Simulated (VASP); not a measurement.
Wanted: the native input for a VASP 6.6.1 run.

| Quantity | Value |
| --- | --- |
| Task | single point |
| Functional | PBEsol |
| Potentials or basis | VASP PAW PBE potentials, release 64 (Se, Ga_d) |
| Cutoff | 520 eV |
| k mesh | 6 × 6 × 6 |
| Occupations | fermi-dirac, width 0.05 eV |
| Spin | no spin polarisation |
| Dipole correction | no |
| Further INCAR settings | ALGO = Normal; EDIFF = 1e-07; NBANDS = 30 |

The structure of Ga3Se lies in POSCAR:

```
Ga3Se
1.0
    3.9757412848      0.0000000000      0.0000000000
    0.0000000000      3.9757412848      0.0000000000
    0.0000000000      0.0000000000      3.9757412848
Se Ga
1 3
Direct
    0.0000000000      0.0000000000      0.0000000000
    0.5000000000      0.5000000000      0.0000000000
    0.5000000000      0.0000000000      0.5000000000
    0.0000000000      0.5000000000      0.5000000000
```

These files were run (other wordings do the same):

INCAR

```
SYSTEM = Ga3Se
ALGO = Normal
EDIFF = 1E-7
ENCUT = 520
GGA = PS
ISIF = 2
ISMEAR = -1
LASPH = .True.
LCHARG = .True.
LELF = .True.
LREAL = .False.
LVHAR = .True.
LWAVE = .False.
NBANDS = 30
NELM = 80
PREC = Accurate
SIGMA = 0.05
```

KPOINTS

```
k-points
0
Gamma
  6 6 6
  0 0 0
```

Potentials or basis: VASP PAW PBE potentials, release 64 (Se, Ga_d).

Run with:

```console
$ cat potpaw_PBE.64/Se/POTCAR potpaw_PBE.64/Ga_d/POTCAR > POTCAR
$ mpirun -np 1 vasp_std > vasp.out
```

It gave:

```
Pressure               : 20.2 GPa
Band gap on the k mesh : zero (an odd number of electrons rules out a gap without spin polarisation)
```

Caveat: the cell stands under pressure; the PAW data sets were made with another functional, which shifts forces and pressure a little.

Run time: 75 s on 1 thread of Intel Xeon 8259CL (shared host), peak memory 0.18 GiB.
